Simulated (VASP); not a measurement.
# GaN (P6_3mc) in VASP: a series of runs

GaN is run at these levels: r2SCAN; tasks: single point.

Everything below comes from runs of VASP 6.6.1. Logs are shortened: lines on timing, memory, paths and dates and some standing lists are left out, and cuts for length are marked.

### 1 The cell of the first run

The structure is hexagonal, space group P6_3mc (No. 186). Conventional cell: a = 3.104 Å, b = 3.104 Å, c = 5.246 Å, α = 90.00°, β = 90.00°, γ = 120.00°. Within 2.5 Å of Ga (site symmetry 3m) lie 4 N at 1.92 to 1.94 Å. Within 2.5 Å of N (site symmetry 3m) lie 4 Ga at 1.92 to 1.94 Å.

### 2 Single point, r2SCAN

POSCAR reads:

```
GaN
1.0
    3.1035412319      0.0000000000      0.0000000000
   -1.5517706159      2.6877455485      0.0000000000
    0.0000000000      0.0000000000      5.2457013068
Ga N
2 2
Direct
    0.3333333333      0.6666666667      0.0033511732
    0.6666666667      0.3333333333      0.5033511732
    0.3333333333      0.6666666667      0.3736488268
    0.6666666667      0.3333333333      0.8736488268
```

INCAR.step1 reads:

```
SYSTEM = GaN
PREC = Accurate ; ENCUT = 520
ISMEAR = 0 ; SIGMA = 0.01
LREAL = .FALSE. ; LASPH = .TRUE.
NELM = 100 ; NBANDS = 26
GGA = PE ; ALGO = Normal
EDIFF = 1E-4 ; LWAVE = .TRUE.
LCHARG = .FALSE.
```

INCAR.step2 reads:

```
SYSTEM = GaN
PREC = Accurate ; ENCUT = 520
EDIFF = 1E-6 ; ISMEAR = 0
SIGMA = 0.01 ; LREAL = .FALSE.
LASPH = .TRUE. ; NELM = 100
ALGO = Normal ; ISIF = 2
LWAVE = .FALSE. ; LCHARG = .FALSE.
METAGGA = R2SCAN ; LMIXTAU = .TRUE.
NBANDS = 26 ; ISTART = 1
```

KPOINTS reads:

```
Automatic mesh
0
G
  8 8 5
  0 0 0
```

Potentials or basis: VASP PAW PBE potentials, release 64 (Ga_d, N).

Command:

```sh
> cat potpaw_PBE.64/Ga_d/POTCAR potpaw_PBE.64/N/POTCAR > POTCAR
> cp INCAR.step1 INCAR
> mpirun -np 1 vasp_std > vasp.out
> cp INCAR.step2 INCAR
> mpirun -np 1 vasp_std > vasp.out
```

OUTCAR:

```text
SYSTEM = GaN
   PREC = Accurate
   ENCUT = 520
   EDIFF = 1E-6
   ISMEAR = 0
   LREAL = .FALSE.
   LASPH = .TRUE.
   NELM = 100
   ISIF = 2
   METAGGA = R2SCAN
   ISTART = 1

 ion  position               nearest neighbor table
   1  0.333  0.667  0.003-   4 1.92   4 1.92   4 1.92   3 1.94
   2  0.667  0.333  0.503-   3 1.92   3 1.92   3 1.92   4 1.94
   3  0.333  0.667  0.374-   2 1.92   2 1.92   2 1.92   1 1.94
   4  0.667  0.333  0.874-   1 1.92   1 1.92   1 1.92   2 1.94

  LATTYP: Found a hexagonal cell.
 ALAT       =     3.1035412319
 C/A-ratio  =     1.6902309055

  Lattice vectors:

 A1 = (   3.1035412319,   0.0000000000,   0.0000000000)
 A2 = (  -1.5517706159,   2.6877455485,   0.0000000000)
 A3 = (   0.0000000000,   0.0000000000,   5.2457013068)

Analysis of symmetry for initial positions (statically):
=====================================================================
 Subroutine PRICEL returns:
 Original cell was already a primitive cell.

 Routine SETGRP: Setting up the symmetry group for a
 hexagonal supercell.

 Subroutine GETGRP returns: Found 12 space group operations
 (whereof  6 operations were pure point group operations)
 out of a pool of 24 trial point group operations.

The static configuration has the point symmetry C_3v.
 The point group associated with its full space group is C_6v.

Analysis of symmetry for dynamics (positions and initial velocities):
=====================================================================
 Subroutine PRICEL returns:
 Original cell was already a primitive cell.

 Routine SETGRP: Setting up the symmetry group for a
 hexagonal supercell.

 Subroutine GETGRP returns: Found 12 space group operations
 (whereof  6 operations were pure point group operations)
 out of a pool of 24 trial point group operations.

The dynamic configuration has the point symmetry C_3v.
 The point group associated with its full space group is C_6v.

 Subroutine INISYM returns: Found 12 space group operations
 (whereof  6 operations are pure point group operations),
 and found     1 'primitive' translations

----------------------------------------------------------------------------------------

                                     Primitive cell

  volume of cell :      43.7572

  direct lattice vectors                    reciprocal lattice vectors
     3.103541232  0.000000000  0.000000000     0.322212571  0.186029515  0.000000000
    -1.551770616  2.687745549  0.000000000     0.000000000  0.372059029  0.000000000
     0.000000000  0.000000000  5.245701307     0.000000000  0.000000000  0.190632280

  length of vectors
     3.103541232  3.103541232  5.245701307     0.372059029  0.372059029  0.190632280

  position of ions in fractional coordinates (direct lattice)
     0.333333333  0.666666667  0.003351173
     0.666666667  0.333333333  0.503351173
     0.333333333  0.666666667  0.373648827
     0.666666667  0.333333333  0.873648827

  ion indices of the primitive-cell ions
   primitive index   ion index
                 1           1
                 2           2
                 3           3
                 4           4

----------------------------------------------------------------------------------------

 KPOINTS: Automatic mesh

Automatic generation of k-mesh.
 Grid dimensions read from file:
 generate k-points for:    8    8    5

 Generating k-lattice:

  Cartesian coordinates                     Fractional coordinates (reciprocal lattice)
     0.040276571  0.023253689  0.000000000     0.125000000  0.000000000  0.000000000
     0.000000000  0.046507379  0.000000000     0.000000000  0.125000000  0.000000000
     0.000000000  0.000000000  0.038126456     0.000000000  0.000000000  0.200000000

  Length of vectors
     0.046507379  0.046507379  0.038126456

  Shift w.r.t. Gamma in fractional coordinates (k-lattice)
     0.000000000  0.000000000  0.000000000

 Subroutine IBZKPT returns following result:
 ===========================================

 Found     30 irreducible k-points:

 Following reciprocal coordinates:
            Coordinates               Weight
  0.000000  0.000000  0.000000      1.000000
  0.125000 -0.000000  0.000000      6.000000
  0.250000 -0.000000  0.000000      6.000000
  0.375000  0.000000  0.000000      6.000000
  0.500000 -0.000000  0.000000      3.000000
  0.125000  0.125000  0.000000      6.000000
[... 16 lines left out ...]
  0.250000 -0.000000  0.400000     12.000000
  0.375000  0.000000  0.400000     12.000000
 [... further k-points ...]
   k-points           NKPTS =     30   k-points in BZ     NKDIM =     30   number of bands    NBANDS=     26
   number of dos      NEDOS =    301   number of ions     NIONS =      4
   total plane-waves  NPLWV =  23040
   dimension x,y,z NGX =    24 NGY =   24 NGZ =   40
   dimension x,y,z NGXF=    48 NGYF=   48 NGZF=   80
   ions per type =               2   2
   NGX,Y,Z   is equivalent  to a cutoff of  12.86, 12.86, 12.68 a.u.
   NGXF,Y,Z  is equivalent  to a cutoff of  25.71, 25.71, 25.35 a.u.
 SYSTEM =  GaN
   PREC   = accura    normal or accurate (medium, high low for compatibility)
   ISTART =      1    job   : 0-new  1-cont  2-samecut
   ICHARG =      0    charge: 1-file 2-atom 10-const
   ISPIN  =      1    spin polarized calculation?
   LNONCOLLINEAR =      F non collinear calculations
   LSORBIT =      F    spin-orbit coupling
   LASPH  =      T    aspherical Exc in radial PAW
   ENCUT  =  520.0 eV  38.22 Ry    6.18 a.u.   5.77  5.77  9.75*2*pi/ulx,y,z
   NELM   =    100;   NELMIN=  2; NELMDL=  0     # of ELM steps
   EDIFF  = 0.1E-05   stopping-criterion for ELM
   LREAL  =      F    real-space projection
   EDIFFG = 0.1E-04   stopping-criterion for IOM
   NSW    =      0    number of steps for IOM
   IBRION =     -1    ionic relax: 0-MD 1-quasi-New 2-CG
   NFREE  =      0    steps in history (QN), initial steepest desc. (CG)
   ISIF   =      2    stress and relaxation
   ISYM   =      2    0-nonsym 1-usesym 2-fastsym
   POTIM  = 0.5000    time-step for ionic-motion
   TEBEG  =    0.0;   TEEND  =   0.0 temperature during run
   PSTRESS=    0.0 pullay stress
   NELECT =      36.0000    total number of electrons
   NUPDOWN=      -1.0000    fix difference up-down
   EMIN   =  10.00;   EMAX   =-10.00  energy-range for DOS
   EFERMI =   0.00;   METHOD = LEGACY
   ISMEAR =     0;   SIGMA  =   0.01  broadening in eV -4-tet -1-fermi 0-gaus
   EFERMI_NEDOS =   21; number of points for ismear=-14 and -15
   IALGO  =     38    algorithm
   IMIX   =      4    mixing-type and parameters
     AMIX     =   0.40;   BMIX     =  1.00
     AMIX_MAG =   1.60;   BMIX_MAG =  1.00
  volume/ion in A,a.u.               =      10.94        73.82
  Fermi-wavevector in a.u.,A,eV,Ry     =   1.534002  2.898843 32.016714  2.353162
  Thomas-Fermi vector in A             =   2.640991
   LORBIT       =      0    0 simple, 1 ext, 2 COOP (PROOUT), +10 PAW based schemes
   METAGGA = R2SCAN    functional components
   LHFCALC =     F    Hartree Fock is set to
   AEXX    =    0.0000 exact exchange contribution
   IVDW    =     0    specifies the selected vdW correction
   LEPSILON=     F    determine dielectric tensor
   LRPA    =     F    only Hartree local field effects (RPA)
 non-spin polarized calculation
 Gauss-broadening in eV      SIGMA  =   0.01
  energy-cutoff  :      520.00
  volume of cell :       43.76
 maximum number of plane-waves:      1190
 NGX is ok and might be reduce to    24
   NGX = 11   NGY = 11   NGZ = 19

 number of electron      36.0000004 magnetization

 Free energy of the ion-electron system (eV)
  ---------------------------------------------------
  ext. energy  EPLUGINS =         0.00000000
  ---------------------------------------------------
  free energy    TOTEN  =       -43.72284584 eV

  energy without entropy =      -43.72284584  energy(sigma->0) =      -43.72284584

 E-fermi :   5.7187     XC(G=0): -12.8980

 val. band max:        5.6228239951   @ k =   0.0000   0.0000   0.0000
 cond. band min:       8.0420130215   @ k =   0.0000   0.0000   0.0000
 fundamental gap:      2.4191890264
 Fermi energy:         5.7186839061

 k-point     1 :       0.0000    0.0000    0.0000
  band No.  band energies     occupation
      1     -11.6198      2.00000
      2     -10.5268      2.00000
      3      -8.3520      2.00000
      4      -8.3223      2.00000
      5      -8.3223      2.00000
      6      -8.2512      2.00000
[... 18 lines left out ...]
     25      18.5754      0.00000
     26      18.5755      0.00000

 k-point     2 :       0.1250   -0.0000    0.0000
  band No.  band energies     occupation
      1     -11.4511      2.00000
      2     -10.4715      2.00000
      3      -8.3278      2.00000
      4      -8.2956      2.00000
      5      -8.2778      2.00000
      6      -8.2278      2.00000
[... 18 lines left out ...]
     25      17.8348      0.00000
     26      18.8896      0.00000

 k-point     3 :       0.2500   -0.0000    0.0000
  band No.  band energies     occupation
      1     -11.0396      2.00000
      2     -10.3591      2.00000
      3      -8.2791      2.00000
      4      -8.2458      2.00000
      5      -8.1796      2.00000
      6      -8.1277      2.00000
[... 18 lines left out ...]
     25      18.1216      0.00000
     26      18.9301      0.00000

 k-point     4 :       0.3750    0.0000    0.0000
  band No.  band energies     occupation
      1     -10.6476      2.00000
      2     -10.2801      2.00000
      3      -8.2589      2.00000
      4      -8.2225      2.00000
      5      -8.1219      2.00000
      6      -8.0547      2.00000
[... 18 lines left out ...]
     25      18.5900      0.00000
     26      19.8428      0.00000

 k-point     5 :       0.5000   -0.0000    0.0000
  band No.  band energies     occupation
      1     -10.4996      2.00000
      2     -10.2596      2.00000
      3      -8.2613      2.00000
      4      -8.2198      2.00000
      5      -8.1007      2.00000
      6      -8.0667      2.00000
[... 18 lines left out ...]
     25      18.8682      0.00000
     26      20.2407      0.00000

 k-point     6 :       0.1250    0.1250    0.0000
  band No.  band energies     occupation
      1     -11.1599      2.00000
      2     -10.3888      2.00000
      3      -8.2835      2.00000
      4      -8.2654      2.00000
      5      -8.1931      2.00000
      6      -8.1919      2.00000
[... 427 lines left out ...]
 k-point    21 :       0.0000    0.0000    0.4000
  band No.  band energies     occupation
      1     -11.2003      2.00000
      2     -10.8483      2.00000
      3      -8.3045      2.00000
      4      -8.3045      2.00000
      5      -8.2825      2.00000
      6      -8.2824      2.00000
[... 18 lines left out ...]
     25      17.5394      0.00000
     26      17.5394      0.00000

 k-point    22 :       0.1250   -0.0000    0.4000
  band No.  band energies     occupation
      1     -11.0635      2.00000
      2     -10.7488      2.00000
      3      -8.2868      2.00000
      4      -8.2734      2.00000
      5      -8.2634      2.00000
      6      -8.2484      2.00000
[... 18 lines left out ...]
     25      17.4180      0.00000
     26      17.9387      0.00000

 k-point    23 :       0.2500   -0.0000    0.4000
  band No.  band energies     occupation
      1     -10.7487      2.00000
      2     -10.5329      2.00000
      3      -8.2552      2.00000
      4      -8.2238      2.00000
      5      -8.2060      2.00000
      6      -8.1694      2.00000
[... 18 lines left out ...]
     25      18.0594      0.00000
     26      18.7528      0.00000

 k-point    24 :       0.3750    0.0000    0.4000
  band No.  band energies     occupation
      1     -10.4763      2.00000
      2     -10.3616      2.00000
      3      -8.2582      2.00000
      4      -8.2177      2.00000
      5      -8.1584      2.00000
      6      -8.1026      2.00000
[... 18 lines left out ...]
     25      18.2100      0.00000
     26      19.3404      0.00000

 [... further k-points ...]

------------------------ aborting loop because EDIFF is reached ----------------------------------------

  FORCE on cell =-STRESS in cart. coord.  units (eV):
  Direction    XX          YY          ZZ          XY          YZ          ZX
  --------------------------------------------------------------------------------------
  -------------------------------------------------------------------------------------
  Total        3.7040605      3.7040605      0.3058732      0.0000000      0.0000000      0.0000000
  in kB      135.6248970    135.6248970     11.1996075      0.0000000      0.0000000      0.0000000
  external PRESSURE =      94.1498005 kB  Pullay stress =       0.0000000 kB

 VOLUME and BASIS-vectors are now :
 -----------------------------------------------------------------------------
  energy-cutoff  :      520.00
  volume of cell :       43.76
      direct lattice vectors                 reciprocal lattice vectors
     3.103541232  0.000000000  0.000000000     0.322212571  0.186029515  0.000000000
    -1.551770616  2.687745549  0.000000000     0.000000000  0.372059029  0.000000000
     0.000000000  0.000000000  5.245701307     0.000000000  0.000000000  0.190632280

 POSITION                                       TOTAL-FORCE (eV/Angst)
 -----------------------------------------------------------------------------------
     -0.00000      1.79183      0.01758        -0.000000      0.000000      0.014394
      1.55177      0.89592      2.64043         0.000000     -0.000000      0.014394
     -0.00000      1.79183      1.96005         0.000000      0.000000     -0.014394
      1.55177      0.89592      4.58290         0.000000      0.000000     -0.014394
 -----------------------------------------------------------------------------------
    total drift:                                0.000002      0.000003      0.022589

  FREE ENERGIE OF THE ION-ELECTRON SYSTEM (eV)
  ---------------------------------------------------
  free  energy   TOTEN  =       -43.7228458401 eV

  energy  without entropy=      -43.7228458401  energy(sigma->0) =      -43.72284584
```

It took 86 s on 1 thread of Intel Xeon Platinum 8488C (Sapphire Rapids), shared host; peak memory 0.18 GiB.

Results:

- Free energy: -43.7228 eV
- Pressure: 9.4 GPa
- Largest force: 0.014 eV/Å
- Band gap on the k mesh: 2.42 eV

Forces on the atoms (eV/Å):
```
Ga   0.000  0.000  0.014
Ga   0.000  0.000  0.014
N    0.000  0.000 -0.014
N    0.000  0.000 -0.014
```

Levels at points of the mesh, in eV from the valence-band top:
| k point | band 16 | band 17 | band 18 | band 19 | band 20 | band 21 |
| --- | --- | --- | --- | --- | --- | --- |
| (0.00, 0.00, 0.00) | -0.31 | 0.00 | 0.00 | 2.42 | 5.42 | 9.81 |
| (0.50, 0.00, 0.00) | -2.87 | -2.53 | -1.12 | 5.89 | 6.09 | 6.41 |

Caveat: the cell stands under pressure; the PAW data sets were made with another functional, which shifts forces and pressure a little.

[end of part 1 of 2]
